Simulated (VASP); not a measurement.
SnO2: single point with r2SCAN

Crystal: SnO2.

```
Sn O
1.0
     4.71566    0.00000    0.00000
     0.00000    5.72453    0.00000
     0.00000    0.00000    5.22286
Sn O
4 8
Cartesian
  2.3578 3.8101 3.9171
  0.0000 4.7767 1.3057
  2.3578 1.9144 1.3057
  0.0000 0.9478 3.9171
  3.4450 3.4740 0.4101
  1.0872 5.1128 4.8128
  3.6285 5.1128 3.0215
  1.2707 3.4740 2.2013
  3.4450 2.2505 3.0215
  1.0872 0.6118 2.2013
  3.6285 0.6118 0.4101
  1.2707 2.2505 4.8128
```

```json
{"Program": "VASP 6.6.1", "Task": "single point", "Functional": "r2SCAN", "Potentials or basis": "VASP PAW PBE potentials, release 64 (Sn_d, O)", "Cutoff": "520 eV", "k mesh": "6 × 6 × 6", "Occupations": "gaussian, width 0.02 eV", "Spin": "no spin polarisation"}
```

* Pressure: 3.2 GPa
* Largest force: 0.025 eV/Å
* Band gap on the k mesh: 2.22 eV

Forces on the atoms (eV/Å):
```
Sn   0.000  0.025  0.000
Sn   0.000 -0.025  0.000
Sn   0.000 -0.025  0.000
Sn   0.000  0.025  0.000
O    0.020 -0.009  0.007
O    0.020  0.009 -0.007
O   -0.020  0.009  0.007
O   -0.020 -0.009 -0.007
O    0.020  0.009  0.007
O    0.020 -0.009 -0.007
O   -0.020 -0.009  0.007
O   -0.020  0.009 -0.007
```

Stress tensor (GPa, compression positive):
```
3.07 0.00 0.00
0.00 3.05 0.00
0.00 0.00 3.34
```

Levels at points of the mesh, in eV from the valence-band top:
| k point | band 50 | band 51 | band 52 | band 53 | band 54 | band 55 |
| --- | --- | --- | --- | --- | --- | --- |
| (0.00, 0.00, 0.00) | -0.14 | -0.12 | 0.00 | 2.22 | 7.13 | 7.23 |
| (0.50, 0.00, 0.00) | -0.28 | -0.05 | -0.05 | 5.43 | 5.43 | 6.21 |
| (0.00, 0.50, 0.00) | -0.88 | -0.09 | -0.09 | 4.93 | 4.93 | 7.91 |
| (0.50, 0.50, 0.00) | -0.55 | -0.19 | -0.19 | 5.91 | 5.91 | 7.03 |
| (0.00, 0.00, 0.50) | -0.23 | -0.15 | -0.15 | 5.33 | 5.33 | 7.16 |
| (0.50, 0.00, 0.50) | -0.24 | -0.24 | -0.24 | 5.90 | 5.90 | 5.90 |
| (0.00, 0.50, 0.50) | -0.31 | -0.31 | -0.31 | 6.47 | 6.47 | 6.47 |
| (0.50, 0.50, 0.50) | -0.37 | -0.37 | -0.37 | 6.37 | 6.37 | 6.37 |

Run time: 41 min on 1 thread of Oxide Virtual Turin-like Processor, on a shared host, peak memory 0.5 GiB.

Caveat: the cell stands under pressure; the PAW data sets were made with another functional, which shifts forces and pressure a little; spin-orbit coupling is left out, which moves the levels of the heavy elements.
